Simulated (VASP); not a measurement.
Set up this calculation in VASP 6.6.1, as the native input.

- Task: single point
- Functional: LDA
- Potentials or basis: VASP PAW PBE potentials, release 64 (Sm)
- Cutoff: 520 eV
- k mesh: 14 × 14 × 14
- Occupations: fermi-dirac, width 0.136057 eV
- Spin: no spin polarisation
- Dipole correction: no
- Further INCAR settings: ALGO = Normal; EDIFF = 1e-06; NBANDS = 14

The structure of Sm lies in POSCAR:

```
Sm
1.0
   -1.6273299909      1.6273299909      1.6273299909
    1.6273299909     -1.6273299909      1.6273299909
    1.6273299909      1.6273299909     -1.6273299909
Sm
1
Direct
    0.0000000000      0.0000000000      0.0000000000
```

One way to write it, as run:

INCAR

```
SYSTEM = Sm
PREC     = Accurate       ! precision mode
ENCUT    = 520            ! plane-wave cutoff, eV
EDIFF    = 1E-6           ! SCF threshold, eV
ISMEAR   = -1             ! smearing method
SIGMA    = 0.13605693000000002 ! smearing width, eV
LREAL    = .FALSE.        ! projectors in reciprocal space
LASPH    = .TRUE.         ! aspherical terms in the spheres
NELM     = 80             ! most SCF steps
ALGO     = Normal         ! electronic algorithm
ISIF     = 2              ! what is computed and relaxed
LWAVE    = .FALSE.        ! write WAVECAR
LCHARG   = .TRUE.         ! write CHGCAR
GGA      = CA             ! functional
LELF     = .TRUE.         ! ELF
LVHAR    = .TRUE.       
NBANDS   = 14             ! bands
```

KPOINTS

```
Automatic mesh
0
G
  14 14 14
  0 0 0
```

Potentials or basis: VASP PAW PBE potentials, release 64 (Sm).

The run is started by

```bash
$ cat potpaw_PBE.64/Sm/POTCAR > POTCAR
$ mpirun -np 1 vasp_std > vasp.out
```

Results of the run:

```
Pressure               : 0.5 GPa
Band gap on the k mesh : zero (band 8 reaches 6.97 eV, above the bottom of band 9 at 6.56 eV)
```

Caveat: the PAW data sets were made with another functional, which shifts forces and pressure a little; spin-orbit coupling is left out, which moves the levels of the heavy elements.

Wall time 38 s on 1 thread of Intel(R) Xeon(R) 6975P-C (Granite Rapids) (shared host), peak memory 0.16 GiB.
